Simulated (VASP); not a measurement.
# Al16O in VASP: relaxation of the atoms with PBE

Aim: the relaxation of the atoms of Al16O with PBE.

All numbers are computed with VASP 6.6.1; they aren't measurements. Logs are shortened: lines on timing, memory, paths and dates and some standing lists are left out, and cuts for length are marked.

**1. The cell of the first run**

The cell holds a slab with vacuum, 17 atoms: a = 5.714 Å, b = 8.080 Å, c = 19.743 Å, α = 90.00°, β = 90.00°, γ = 90.00°.

**2. Relaxation of the atoms, PBE**

INCAR

```
PREC     = Accurate       # precision mode
ENCUT    = 520            # plane-wave cutoff, eV
EDIFF    = 1E-6           # SCF threshold, eV
ISMEAR   = 0              # smearing method
SIGMA    = 0.1            # smearing width, eV
LREAL    = Auto         
LASPH    = T              # aspherical terms in the spheres
NELM     = 80             # most SCF steps
ALGO     = Fast           # electronic algorithm
ISIF     = 2              # what is computed and relaxed
LWAVE    = F              # write WAVECAR
LCHARG   = F              # write CHGCAR
LDIPOL   = T            
IDIPOL   = 3            
DIPOL    = 0.5 0.5 0.321
GGA      = PE             # functional
IBRION   = 2              # ionic algorithm
NSW      = 36             # ionic steps
EDIFFG   = -0.025         # ionic threshold
KPAR     = 4
```

KPOINTS

```
regular mesh
0
Gamma
  5 4 1
```

POSCAR

```
Al16O
1.0
    5.7135165838      0.0000000000      0.0000000000
    0.0000000000      8.0801326416      0.0000000000
    0.0000000000      0.0000000000     19.7432786844
Al O
16 1
Selective dynamics
Direct
    0.2500000000      0.2500000000      0.2026005946  F F F
    0.2500000000      0.7500000000      0.2026005946  F F F
    0.7500000000      0.2500000000      0.2026005946  F F F
    0.7500000000      0.7500000000      0.2026005946  F F F
    0.0000000000      0.0000000000      0.2749482107  F F F
    0.0000000000      0.5000000000      0.2749482107  F F F
    0.5000000000      0.0000000000      0.2749482107  F F F
    0.5000000000      0.5000000000      0.2749482107  F F F
    0.2500000000      0.2500000000      0.3495466410  F F F
    0.2500000000      0.7500000000      0.3495466410  F F F
    0.7500000000      0.2500000000      0.3495466410  F F F
    0.7500000000      0.7500000000      0.3495466410  F F F
    0.0000000000      0.0000000000      0.4175232906  F F F
    0.0000000000      0.5000000000      0.4175232906  F F F
    0.5000000000      0.0000000000      0.4175232906  F F F
    0.5000000000      0.5000000000      0.4175232906  F F F
    0.0000000000      0.1250000000      0.4865048333  F F T
```

Potentials or basis: VASP PAW PBE potentials, release 64 (Al, O).

Launch:

```console
> cat potpaw_PBE.64/Al/POTCAR potpaw_PBE.64/O/POTCAR > POTCAR
> mpirun -np 4 vasp_std > vasp.out
```

OUTCAR:

```text
PREC = Accurate
   ENCUT = 520
   EDIFF = 1E-6
   ISMEAR = 0
   LREAL = Auto
   LASPH = T
   NELM = 80
   ISIF = 2
   GGA = PE
   IBRION = 2
   NSW = 36
   EDIFFG = -0.025

 ion  position               nearest neighbor table
   1  0.250  0.250  0.203-   3 2.86   3 2.86   6 2.86   7 2.86   8 2.86   5 2.86   9 2.90
   2  0.250  0.750  0.203-   4 2.86   4 2.86   6 2.86   7 2.86   8 2.86   5 2.86  10 2.90
   3  0.750  0.250  0.203-   1 2.86   1 2.86   6 2.86   7 2.86   8 2.86   5 2.86  11 2.90
   4  0.750  0.750  0.203-   2 2.86   2 2.86   6 2.86   7 2.86   8 2.86   5 2.86  12 2.90
   5  0.000  0.000  0.275-  13 2.81   7 2.86   7 2.86   4 2.86   1 2.86   2 2.86   3 2.86  11 2.88
                            12 2.88   9 2.88  10 2.88
   6  0.000  0.500  0.275-  14 2.81   8 2.86   8 2.86   4 2.86   1 2.86   2 2.86   3 2.86  11 2.88
                            12 2.88   9 2.88  10 2.88
   7  0.500  0.000  0.275-  15 2.81   5 2.86   5 2.86   4 2.86   1 2.86   2 2.86   3 2.86  11 2.88
                            12 2.88   9 2.88  10 2.88
   8  0.500  0.500  0.275-  16 2.81   6 2.86   6 2.86   4 2.86   1 2.86   2 2.86   3 2.86  11 2.88
                            12 2.88   9 2.88  10 2.88
   9  0.250  0.250  0.350-  13 2.81  14 2.81  15 2.81  16 2.81  11 2.86  11 2.86   7 2.88   8 2.88
                             5 2.88   6 2.88   1 2.90
  10  0.250  0.750  0.350-  13 2.81  14 2.81  15 2.81  16 2.81  12 2.86  12 2.86   7 2.88   8 2.88
                             5 2.88   6 2.88   2 2.90
  11  0.750  0.250  0.350-  13 2.81  14 2.81  15 2.81  16 2.81   9 2.86   9 2.86   7 2.88   8 2.88
[... 5 lines left out ...]
  14  0.000  0.500  0.418-   9 2.81  10 2.81  11 2.81  12 2.81   6 2.81  16 2.86  16 2.86
  15  0.500  0.000  0.418-   9 2.81  10 2.81  11 2.81  12 2.81   7 2.81  13 2.86  13 2.86
  16  0.500  0.500  0.418-   9 2.81  10 2.81  11 2.81  12 2.81   8 2.81  14 2.86  14 2.86
  17  0.000  0.125  0.487-  13 1.70

  LATTYP: Found a simple orthorhombic cell.
 ALAT       =     5.7135165838
 B/A-ratio  =     1.4142135624
 C/A-ratio  =     3.4555388778

  Lattice vectors:

 A1 = (   5.7135165838,   0.0000000000,   0.0000000000)
 A2 = (   0.0000000000,   8.0801326416,   0.0000000000)
 A3 = (   0.0000000000,   0.0000000000,  19.7432786844)

Analysis of symmetry for initial positions (statically):
=====================================================================
 Subroutine PRICEL returns:
 Original cell was already a primitive cell.

 Routine SETGRP: Setting up the symmetry group for a
 simple orthorhombic supercell.

 Subroutine GETGRP returns: Found  2 space group operations
 (whereof  2 operations were pure point group operations)
 out of a pool of  8 trial point group operations.

The static configuration has the point symmetry C_1h.

Analysis of symmetry for dynamics (positions and initial velocities):
=====================================================================
 Subroutine PRICEL returns:
 Original cell was already a primitive cell.

 Routine SETGRP: Setting up the symmetry group for a
 simple orthorhombic supercell.

 Subroutine GETGRP returns: Found  2 space group operations
 (whereof  2 operations were pure point group operations)
 out of a pool of  8 trial point group operations.

The dynamic configuration has the point symmetry C_1h.

Analysis of constrained symmetry for selective dynamics:
=====================================================================
 Subroutine PRICEL returns:
 Original cell was already a primitive cell.

 Routine SETGRP: Setting up the symmetry group for a
 simple orthorhombic supercell.

 Subroutine GETGRP returns: Found  2 space group operations
 (whereof  2 operations were pure point group operations)
 out of a pool of  8 trial point group operations.

The constrained configuration has the point symmetry C_1h.

 Subroutine INISYM returns: Found  2 space group operations
 (whereof  2 operations are pure point group operations),
 and found     1 'primitive' translations

----------------------------------------------------------------------------------------

                                     Primitive cell

  volume of cell :     911.4676

  direct lattice vectors                    reciprocal lattice vectors
     5.713516584  0.000000000  0.000000000     0.175023558  0.000000000  0.000000000
     0.000000000  8.080132642  0.000000000     0.000000000  0.123760345  0.000000000
     0.000000000  0.000000000 19.743278684     0.000000000  0.000000000  0.050650149

  length of vectors
     5.713516584  8.080132642 19.743278684     0.175023558  0.123760345  0.050650149

  position of ions in fractional coordinates (direct lattice)
     0.250000000  0.250000000  0.202600595
     0.250000000  0.750000000  0.202600595
     0.750000000  0.250000000  0.202600595
     0.750000000  0.750000000  0.202600595
     0.000000000  0.000000000  0.274948211
     0.000000000  0.500000000  0.274948211
[... 9 lines left out ...]
     0.500000000  0.500000000  0.417523291
     0.000000000  0.125000000  0.486504833

  ion indices of the primitive-cell ions
   primitive index   ion index
                 1           1
                 2           2
                 3           3
                 4           4
                 5           5
                 6           6
[... 9 lines left out ...]
                16          16
                17          17

----------------------------------------------------------------------------------------

 KPOINTS: regular mesh

Automatic generation of k-mesh.
 Grid dimensions read from file:
 generate k-points for:    5    4    1

 Generating k-lattice:

  Cartesian coordinates                     Fractional coordinates (reciprocal lattice)
     0.035004712  0.000000000  0.000000000     0.200000000  0.000000000  0.000000000
     0.000000000  0.030940086  0.000000000     0.000000000  0.250000000  0.000000000
     0.000000000  0.000000000  0.050650149     0.000000000  0.000000000  1.000000000

  Length of vectors
     0.035004712  0.030940086  0.050650149

  Shift w.r.t. Gamma in fractional coordinates (k-lattice)
     0.000000000  0.000000000  0.000000000

 Subroutine IBZKPT returns following result:
 ===========================================

 Found      9 irreducible k-points:

 Following reciprocal coordinates:
            Coordinates               Weight
  0.000000  0.000000  0.000000      1.000000
  0.200000  0.000000  0.000000      2.000000
  0.400000  0.000000  0.000000      2.000000
  0.000000  0.250000  0.000000      2.000000
  0.200000  0.250000  0.000000      4.000000
  0.400000  0.250000  0.000000      4.000000
  0.000000  0.500000  0.000000      1.000000
  0.200000  0.500000  0.000000      2.000000
  0.400000  0.500000  0.000000      2.000000
   k-points           NKPTS =      9   k-points in BZ     NKDIM =      9   number of bands    NBANDS=     36
   number of dos      NEDOS =    301   number of ions     NIONS =     17
   total plane-waves  NPLWV = 378000
   dimension x,y,z NGX =    42 NGY =   60 NGZ =  150
   dimension x,y,z NGXF=    84 NGYF=  120 NGZF=  300
   ions per type =              16   1
   NGX,Y,Z   is equivalent  to a cutoff of  12.22, 12.34, 12.63 a.u.
   NGXF,Y,Z  is equivalent  to a cutoff of  24.44, 24.69, 25.26 a.u.
 SYSTEM =  unknown system
   PREC   = accura    normal or accurate (medium, high low for compatibility)
   ISTART =      0    job   : 0-new  1-cont  2-samecut
   ICHARG =      2    charge: 1-file 2-atom 10-const
   ISPIN  =      1    spin polarized calculation?
   LNONCOLLINEAR =      F non collinear calculations
   LSORBIT =      F    spin-orbit coupling
   LASPH  =      T    aspherical Exc in radial PAW
   ENCUT  =  520.0 eV  38.22 Ry    6.18 a.u.  10.62 15.02 36.71*2*pi/ulx,y,z
   NELM   =     80;   NELMIN=  2; NELMDL= -5     # of ELM steps
   EDIFF  = 0.1E-05   stopping-criterion for ELM
   LREAL  =      T    real-space projection
   EDIFFG = -.3E-01   stopping-criterion for IOM
   NSW    =     36    number of steps for IOM
   IBRION =      2    ionic relax: 0-MD 1-quasi-New 2-CG
   NFREE  =      1    steps in history (QN), initial steepest desc. (CG)
   ISIF   =      2    stress and relaxation
   ISYM   =      2    0-nonsym 1-usesym 2-fastsym
   POTIM  = 0.5000    time-step for ionic-motion
   TEBEG  =    0.0;   TEEND  =   0.0 temperature during run
   PSTRESS=    0.0 pullay stress
   NELECT =      54.0000    total number of electrons
   NUPDOWN=      -1.0000    fix difference up-down
   EMIN   =  10.00;   EMAX   =-10.00  energy-range for DOS
   EFERMI =   0.00;   METHOD = LEGACY
   ISMEAR =     0;   SIGMA  =   0.10  broadening in eV -4-tet -1-fermi 0-gaus
   EFERMI_NEDOS =   21; number of points for ismear=-14 and -15
   IALGO  =     68    algorithm
   IMIX   =      4    mixing-type and parameters
     AMIX     =   0.40;   BMIX     =  1.00
     AMIX_MAG =   1.60;   BMIX_MAG =  1.00
  volume/ion in A,a.u.               =      53.62       361.82
  Fermi-wavevector in a.u.,A,eV,Ry     =   0.638203  1.206029  5.541699  0.407303
  Thomas-Fermi vector in A             =   1.703466
   LORBIT       =      0    0 simple, 1 ext, 2 COOP (PROOUT), +10 PAW based schemes
   GGA     = PE    functional components
   LHFCALC =     F    Hartree Fock is set to
   AEXX    =    0.0000 exact exchange contribution
   IVDW    =     0    specifies the selected vdW correction
   LEPSILON=     F    determine dielectric tensor
   LRPA    =     F    only Hartree local field effects (RPA)
 conjugate gradient relaxation of ions
 non-spin polarized calculation
 RMM-DIIS sequential band-by-band and
 Gauss-broadening in eV      SIGMA  =   0.10
  energy-cutoff  :      520.00
  volume of cell :      911.47
 maximum number of plane-waves:     24626
   NGX = 21   NGY = 31   NGZ = 73

--------------------------------------- Ionic step        1  -------------------------------------------

 number of electron      53.9999996 magnetization

 Free energy of the ion-electron system (eV)
  ---------------------------------------------------
  ext. energy  EPLUGINS =         0.00000000
  ---------------------------------------------------
  free energy    TOTEN  =       -61.15374663 eV

  energy without entropy =      -61.13349697  energy(sigma->0) =      -61.14362180

------------------------ aborting loop because EDIFF is reached ----------------------------------------

  FORCE on cell =-STRESS in cart. coord.  units (eV):
  Direction    XX          YY          ZZ          XY          YZ          ZX
  --------------------------------------------------------------------------------------
  -------------------------------------------------------------------------------------
  Total      -13.1381044     -3.4434706     -1.8918645      0.0000000     -0.7480343      0.0000000
  in kB      -23.0941527     -6.0529308     -3.3255183      0.0000000     -1.3148943      0.0000000
  external PRESSURE =     -10.8242006 kB  Pullay stress =       0.0000000 kB
[... 89 lines left out ...]
--------------------------------------- Ionic step        3  -------------------------------------------

 number of electron      53.9999994 magnetization

 dipolmoment           0.000000      0.000000      0.326628 electrons x Angstroem

 Free energy of the ion-electron system (eV)
  ---------------------------------------------------
  ext. energy  EPLUGINS =         0.00000000
  ---------------------------------------------------
  free energy    TOTEN  =       -61.16208230 eV

  energy without entropy =      -61.14154621  energy(sigma->0) =      -61.15181425

 E-fermi :  -0.9684     XC(G=0):  -4.0621

 val. band max:       -1.1061005881   @ k =   0.4000   0.0000   0.0000
 cond. band min:      -0.9606523517   @ k =   0.0000   0.2500   0.0000
 fundamental gap:      0.1454482364
 Fermi energy:        -0.9684086545

 k-point     1 :       0.0000    0.0000    0.0000
  band No.  band energies     occupation
      1     -17.4780      2.00000
      2     -11.0986      2.00000
      3      -8.9291      2.00000
      4      -8.8676      2.00000
      5      -8.5980      2.00000
      6      -6.7017      2.00000
[... 340 lines left out ...]
     35       1.0955      0.00000
     36       1.4032      0.00000

------------------------ aborting loop because EDIFF is reached ----------------------------------------

 vacuum level on the upper side and lower side of the slab       (xc-potential included)         0.599        -0.647

  FORCE on cell =-STRESS in cart. coord.  units (eV):
  Direction    XX          YY          ZZ          XY          YZ          ZX
  --------------------------------------------------------------------------------------
  -------------------------------------------------------------------------------------
  Total      -13.0675122     -3.0273814     -1.1401484      0.0000000     -0.2349280      0.0000000
  in kB      -22.9700658     -5.3215293     -2.0041522      0.0000000     -0.4129563      0.0000000
  external PRESSURE =     -10.0985824 kB  Pullay stress =       0.0000000 kB
[... 32 lines left out ...]
  FREE ENERGIE OF THE ION-ELECTRON SYSTEM (eV)
  ---------------------------------------------------
  free  energy   TOTEN  =       -61.1620822967 eV

  energy  without entropy=      -61.1415462085  energy(sigma->0) =      -61.15181425

 reached required accuracy - stopping structural energy minimisation

 vacuum level on the upper side and lower side of the slab         4.468         3.189
```

It took 10 min on 4 MPI ranks of Oxide Virtual Turin-like, shared host; peak memory 0.94 GiB.

What came out:

| Quantity | Value |
| --- | --- |
| Free energy | -61.1621 eV |
| Energy gained by relaxing | 0.5 meV/atom |
| Ionic steps | 3 |
| Band gap on the k mesh | zero (bands 27 and 28 overlap by 0.70 eV) |

Step by step:
| step | energy change (eV) | largest force on free atoms (eV/Å) | pressure (GPa) |
| --- | --- | --- | --- |
| 1 | 0.0000 | 0.5442 | -1.08 |
| 2 | -0.0082 | 0.0723 | -1.02 |
| 3 | -0.0083 | 0.0012 | -1.01 |

Final structure:
```xyz
17
Lattice="5.7135 0.0000 0.0000 0.0000 8.0801 0.0000 0.0000 0.0000 19.7433" Properties=species:S:1:pos:R:3 pbc="T T T"
Al    1.4284    2.0200    4.0000
Al    1.4284    6.0601    4.0000
Al    4.2851    2.0200    4.0000
Al    4.2851    6.0601    4.0000
Al    0.0000    0.0000    5.4284
Al    0.0000    4.0401    5.4284
Al    2.8568    0.0000    5.4284
Al    2.8568    4.0401    5.4284
Al    1.4284    2.0200    6.9012
Al    1.4284    6.0601    6.9012
Al    4.2851    2.0200    6.9012
Al    4.2851    6.0601    6.9012
Al    0.0000    0.0000    8.2433
Al    0.0000    4.0401    8.2433
Al    2.8568    0.0000    8.2433
Al    2.8568    4.0401    8.2433
O     0.0000    1.0100    9.5752
```

Levels at points of the mesh, in eV from the Fermi level:
```csv
k point,band 25,band 26,band 27,band 28,band 29,band 30
"(0.00, 0.00, 0.00)",-0.96,-0.57,-0.45,-0.41,0.27,0.29
"(0.00, 0.50, 0.00)",-0.80,-0.72,-0.65,-0.45,0.31,0.43
```

The gap in the log of VASP goes by the Fermi energy; the results here count the filled bands.